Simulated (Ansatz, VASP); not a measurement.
# SrInH3 in VASP and in Ansatz

```
Sr In H
1.0
     4.65446    0.00000    0.00000
     0.00000    4.65446    0.00000
     0.00000    0.00000    4.65446
Sr In H
1 1 3
Direct
  0.50000 0.50000 0.50000
  0.00000 0.00000 0.00000
  0.50000 0.50000 0.00000
  0.50000 0.00000 0.50000
  0.00000 0.50000 0.50000
```

Change from the starting cell: species swapped into the Ca3TlN type (Pm-3m, No. 221).

Alike in both runs: functional PBE; k mesh 4 × 4 × 4; occupations gaussian, width 0.1 eV; no spin polarisation.

Ansatz relaxed the structure, and its values are those at the end. VASP's run is a single point on that final structure, the one shown.

```csv
,VASP,Ansatz
version,VASP 6.6.1,Ansatz 0.2.0
potentials or method,"VASP PAW PBE potentials, release 64 (Sr_sv, In_d, H), cutoff 520 eV","scalar-relativistic, plane waves, PAW"
valence electrons in the cell,26,26
```

|  | VASP | Ansatz | Ansatz less VASP |
| --- | --- | --- | --- |
| gap on the k mesh at the Fermi level (eV) | 0.34 | 0.35 | +0.010 |
| least direct gap on the mesh (eV) | 1.22 | 1.22 | +0.005 |
| pressure (GPa) | 0.1 | 0.2 | +0.02 |

The functional is the same, so the differences come from potentials, cutoffs and numerics.
